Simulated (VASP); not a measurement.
# ZnSnP2: single point with PBE

The system is ZnSnP2.

```
Zn P Sn
1.0
    -2.82521    2.82521    5.66358
     2.82521   -2.82521    5.66358
     2.82521    2.82521   -5.66358
Zn P Sn
2 4 2
Direct
  0.00000 0.00000 0.00000
  0.75000 0.25000 0.50000
  0.37500 0.35326 0.47826
  0.10326 0.62500 0.97826
  0.87500 0.89674 0.52174
  0.64674 0.12500 0.02174
  0.50000 0.50000 0.00000
  0.25000 0.75000 0.50000
```

| Property | Result |
| --- | --- |
| Program | VASP 6.6.1 |
| Task | single point |
| Functional | PBE |
| Potentials or basis | VASP PAW PBE potentials, release 64 (Zn, P, Sn_d) |
| Cutoff | 500 eV |
| k mesh | 6 × 6 × 6 |
| Occupations | fermi-dirac, width 0.02 eV |
| Spin | no spin polarisation |

```yaml
Pressure: 2.0 GPa
Largest_force: 0.063 eV/Å
Band_gap_on_the_k_mesh: 0.84 eV
```

Forces on the atoms (eV/Å):
```
Zn   0.000  0.000  0.000
Zn   0.000  0.000  0.000
P   -0.063  0.000  0.000
P    0.000 -0.063  0.000
P    0.063  0.000  0.000
P    0.000  0.063  0.000
Sn   0.000  0.000  0.000
Sn   0.000  0.000  0.000
```

Levels at points of the mesh, in eV from the valence-band top:
| k point | band 32 | band 33 | band 34 | band 35 | band 36 | band 37 | band 38 | band 39 | band 40 | band 41 |
| --- | --- | --- | --- | --- | --- | --- | --- | --- | --- | --- |
| (0.00, 0.00, 0.00) | -2.49 | -2.49 | 0.00 | 0.00 | 0.00 | 0.84 | 1.42 | 1.64 | 3.36 | 3.36 |
| (0.50, 0.00, 0.00) | -2.41 | -2.24 | -1.88 | -1.46 | -0.97 | 2.49 | 2.64 | 2.79 | 3.72 | 3.78 |
| (0.50, 0.50, 0.00) | -1.54 | -1.08 | -1.08 | -0.80 | -0.80 | 1.14 | 1.14 | 2.89 | 2.89 | 4.25 |
| (0.50, 0.50, 0.50) | -2.60 | -1.69 | -1.69 | -1.37 | -1.37 | 1.40 | 1.40 | 1.41 | 1.41 | 2.30 |

Run time: 4.4 min on 1 thread of Intel(R) Xeon(R) Platinum 8488C (Sapphire Rapids) (shared host), peak memory 0.51 GiB.

Caveat: spin-orbit coupling is left out, which moves the levels of the heavy elements. A k mesh can miss the band edges.
